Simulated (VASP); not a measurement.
# ZnReH (P4/mmm) in VASP: a series of runs, part 2 of 2

VASP 6.6.1. The steps go on from the part before.

**3. Relaxation of cell and atoms, PBE**

This run uses another cell than the first one, of 12.24 Å³/atom.

INCAR

```
SYSTEM = ZnReH
ALGO = Normal
EDIFF = 1E-6
EDIFFG = -0.04
ENCUT = 600
GGA = PE
IBRION = 2
ISIF = 3
ISMEAR = 0
LASPH = .TRUE.
LCHARG = .FALSE.
LREAL = .FALSE.
LWAVE = .FALSE.
NELM = 100
NSW = 90
PREC = Accurate
SIGMA = 0.1
```

KPOINTS

```
k-points
0
G
  6 6 6
  0 0 0
```

POSCAR

```
ZnReH
1.0
    3.3014298000      0.0000000000      0.0000000000
    0.0000000000      3.3014298000      0.0000000000
    0.0000000000      0.0000000000      3.3693109500
Zn Re H
1 1 1
Direct
    0.5000000000      0.5000000000      0.5000000000
    0.0000000000      0.0000000000      0.0000000000
    0.5000000000      0.5000000000      0.0000000000
```

Potentials or basis: VASP PAW PBE potentials, release 64 (Zn, Re, H).

Command:

```console
$ cat potpaw_PBE.64/Zn/POTCAR potpaw_PBE.64/Re/POTCAR potpaw_PBE.64/H/POTCAR > POTCAR
$ mpirun -np 1 vasp_std > vasp.out
```

OUTCAR:

```text
SYSTEM = ZnReH
   EDIFF = 1E-6
   EDIFFG = -0.04
   ENCUT = 600
   GGA = PE
   IBRION = 2
   ISIF = 3
   ISMEAR = 0
   LASPH = .TRUE.
   LREAL = .FALSE.
   NELM = 100
   NSW = 90
   PREC = Accurate

 ion  position               nearest neighbor table
   1  0.500  0.500  0.500-   3 1.68   3 1.68   2 2.88   2 2.88   2 2.88   2 2.88   2 2.88   2 2.88
                             2 2.88   2 2.88
   2  0.000  0.000  0.000-   1 2.88   1 2.88   1 2.88   1 2.88   1 2.88   1 2.88   1 2.88   1 2.88

   3  0.500  0.500  0.000-   1 1.68   1 1.68

  LATTYP: Found a simple tetragonal cell.
 ALAT       =     3.3014298000
 C/A-ratio  =     1.0205611369

  Lattice vectors:

 A1 = (   3.3014298000,   0.0000000000,   0.0000000000)
 A2 = (   0.0000000000,   3.3014298000,   0.0000000000)
 A3 = (   0.0000000000,   0.0000000000,   3.3693109500)

Analysis of symmetry for initial positions (statically):
=====================================================================
 Subroutine PRICEL returns:
 Original cell was already a primitive cell.

 Routine SETGRP: Setting up the symmetry group for a
 simple tetragonal supercell.

 Subroutine GETGRP returns: Found 16 space group operations
 (whereof 16 operations were pure point group operations)
 out of a pool of 16 trial point group operations.

The static configuration has the point symmetry D_4h.

Analysis of symmetry for dynamics (positions and initial velocities):
=====================================================================
 Subroutine PRICEL returns:
 Original cell was already a primitive cell.

 Routine SETGRP: Setting up the symmetry group for a
 simple tetragonal supercell.

 Subroutine GETGRP returns: Found 16 space group operations
 (whereof 16 operations were pure point group operations)
 out of a pool of 16 trial point group operations.

The dynamic configuration has the point symmetry D_4h.

 Subroutine INISYM returns: Found 16 space group operations
 (whereof 16 operations are pure point group operations),
 and found     1 'primitive' translations

----------------------------------------------------------------------------------------

                                     Primitive cell
[... 123 lines left out ...]
   LRPA    =     F    only Hartree local field effects (RPA)
 conjugate gradient relaxation of ions
 non-spin polarized calculation
 Gauss-broadening in eV      SIGMA  =   0.10
  energy-cutoff  :      600.00
  volume of cell :       36.72
 maximum number of plane-waves:      1253
 NGX is ok and might be reduce to    28
   NGX = 13   NGY = 13   NGZ = 13

--------------------------------------- Ionic step        1  -------------------------------------------

 number of electron      19.9999999 magnetization

 Free energy of the ion-electron system (eV)
  ---------------------------------------------------
  ext. energy  EPLUGINS =         0.00000000
  ---------------------------------------------------
  free energy    TOTEN  =       -14.05020648 eV

  energy without entropy =      -14.02209216  energy(sigma->0) =      -14.03614932

 E-fermi :   4.1030     XC(G=0): -11.9485

 val. band max:        4.1008406932   @ k =   0.1667   0.0000   0.0000
 cond. band min:       4.1032909224   @ k =   0.5000   0.3333   0.0000
 fundamental gap:      0.0024502292
 Fermi energy:         4.1030010267

 k-point     1 :       0.0000    0.0000    0.0000
  band No.  band energies     occupation
      1      -6.8915      2.00000
      2      -3.6892      2.00000
      3      -3.2648      2.00000
      4      -3.0515      2.00000
      5      -3.0515      2.00000
      6      -2.9138      2.00000
      7       1.4834      2.00000
      8       1.8274      2.00000
      9       4.7917      0.00000
     10       4.8230      0.00000
     11       4.8230      0.00000
     12       8.0883      0.00000
     13       8.9108      0.00000
     14       8.9844      0.00000
[... 495 lines left out ...]
  FREE ENERGIE OF THE ION-ELECTRON SYSTEM (eV)
  ---------------------------------------------------
  free  energy   TOTEN  =       -14.7731202304 eV

  energy  without entropy=      -14.7553883319  energy(sigma->0) =      -14.76425428

[... ionic steps 4 to 8 ...]

--------------------------------------- Ionic step        9  -------------------------------------------

 number of electron      19.9999992 magnetization

------------------------ aborting loop because EDIFF is reached ----------------------------------------
[... 69 lines left out ...]
--------------------------------------- Ionic step       11  -------------------------------------------

 number of electron      19.9999988 magnetization

 Free energy of the ion-electron system (eV)
  ---------------------------------------------------
  ext. energy  EPLUGINS =         0.00000000
  ---------------------------------------------------
  free energy    TOTEN  =       -15.24666946 eV

  energy without entropy =      -15.22842040  energy(sigma->0) =      -15.23754493

 E-fermi :   5.4632     XC(G=0): -12.5793

 val. band max:        5.4493238409   @ k =   0.3333   0.3333   0.5000
 cond. band min:       5.4833154305   @ k =   0.5000   0.0000   0.5000
 fundamental gap:      0.0339915895
 Fermi energy:         5.4631643615

 k-point     1 :       0.0000    0.0000    0.0000
  band No.  band energies     occupation
      1      -6.4680      2.00000
      2      -2.7619      2.00000
      3      -2.3965      2.00000
      4      -1.7698      2.00000
      5      -1.7698      2.00000
      6      -1.5194      2.00000
      7       0.2789      2.00000
      8       1.5387      2.00000
      9       4.6121      2.00000
     10       6.4497      0.00000
     11       6.4497      0.00000
     12       7.6574      0.00000
     13      10.7666      0.00000
     14      14.6686      0.00000
[... 421 lines left out ...]
  FREE ENERGIE OF THE ION-ELECTRON SYSTEM (eV)
  ---------------------------------------------------
  free  energy   TOTEN  =       -15.2466694614 eV

  energy  without entropy=      -15.2284204007  energy(sigma->0) =      -15.23754493

 reached required accuracy - stopping structural energy minimisation
```

OSZICAR:

```text
N       E                     dE             d eps       ncg     rms          rms(c)
DAV:   1     0.718907303582E+02    0.71891E+02   -0.11150E+04  1690   0.208E+03
[... 101 lines left out ...]
       N       E                     dE             d eps       ncg     rms          rms(c)
DAV:   1    -0.152568994707E+02   -0.11442E-01   -0.49889E-01  1776   0.161E+01    0.751E-01
DAV:   2    -0.152497090829E+02    0.71904E-02   -0.11773E-02  1852   0.262E+00    0.477E-01
DAV:   3    -0.152472460489E+02    0.24630E-02   -0.26169E-03  1850   0.118E+00    0.199E-01
DAV:   4    -0.152466701860E+02    0.57586E-03   -0.69325E-04  1870   0.682E-01    0.469E-02
DAV:   5    -0.152466694184E+02    0.76758E-06   -0.89656E-05  1458   0.119E-01    0.154E-02
DAV:   6    -0.152466694614E+02   -0.42987E-07   -0.60732E-06  1426   0.451E-02
  11 F= -.15246669E+02 E0= -.15237545E+02  d E =-.675285E-02
```

CONTCAR:

```text
ZnReH
   1.00000000000000
     2.7905310587645729   -0.0000000000000000    0.0000000000000000
     0.0000000000000000    2.7905310587645729    0.0000000000000000
     0.0000000000000000    0.0000000000000000    4.1520068448082839
  Zn              Re              H
     1     1     1
Direct
     0.5000000000000000    0.5000000000000000    0.5000000000000000
     0.0000000000000000    0.0000000000000000    0.0000000000000000
     0.5000000000000000    0.5000000000000000    0.0000000000000000

  0.00000000E+00  0.00000000E+00  0.00000000E+00
  0.00000000E+00  0.00000000E+00  0.00000000E+00
  0.00000000E+00  0.00000000E+00  0.00000000E+00
```

Wall time 3.8 min (1 thread of Intel Xeon Platinum 8259CL at 2.50GHz (Skylake/Cascade Lake), shared host); peak memory 0.19 GiB.

Results:

```yaml
Free_energy: -15.2467 eV
Relaxed_volume: 10.78 Å³/atom
Relaxed_cell: a = 2.791 Å, b = 2.791 Å, c = 4.152 Å, α = 90.00°, β = 90.00°, γ = 90.00°
Space_group_after_relaxing_to_0.1_Å: P4/mmm (No. 123)
Energy_gained_by_relaxing: 398.8 meV/atom
Ionic_steps: 11
Pressure_after_relaxing: -0.1 GPa
Band_gap_on_the_k_mesh: zero (bands 10 and 11 overlap by 2.50 eV)
```

Stress tensor (GPa, compression positive):
```
-0.15  0.00  0.00
 0.00 -0.15  0.00
 0.00  0.00  0.08
```

The path:
```
step  energy change (eV)  largest force (eV/Å)  pressure (GPa)  volume (Å³)
   1              0.0000                0.0000          -20.90        36.72
   2             -0.6722                0.0000           19.79        28.77
   3             -0.7229                0.0000            8.22        30.10
   4             -0.9734                0.0000            8.06        30.20
   5             -1.0471                0.0000            9.94        30.15
   6             -1.0730                0.0000           17.73        29.85
   7             -1.1404                0.0000           -7.16        34.20
   8             -1.1897                0.0000            1.14        32.36
   9             -1.1897                0.0000            1.41        32.30
  10             -1.1953                0.0000            0.62        32.32
  11             -1.1965                0.0000           -0.07        32.33
```

Final structure:
```cif
data_structure
_symmetry_space_group_name_H-M 'P 1'
_symmetry_Int_Tables_number 1
_cell_length_a 2.7905
_cell_length_b 2.7905
_cell_length_c 4.1520
_cell_angle_alpha 90.000
_cell_angle_beta 90.000
_cell_angle_gamma 90.000
_cell_volume 32.33
loop_
_atom_site_label
_atom_site_type_symbol
_atom_site_fract_x
_atom_site_fract_y
_atom_site_fract_z
_atom_site_occupancy
Zn1 Zn 0.50000 0.50000 0.50000 1
Re1 Re 0.00000 0.00000 0.00000 1
H1 H 0.50000 0.50000 0.00000 1
```

Caveat: a cell axis changed by over 15 % at a fixed basis, so the end point is rough; spin-orbit coupling is left out, which moves the levels of the heavy elements.
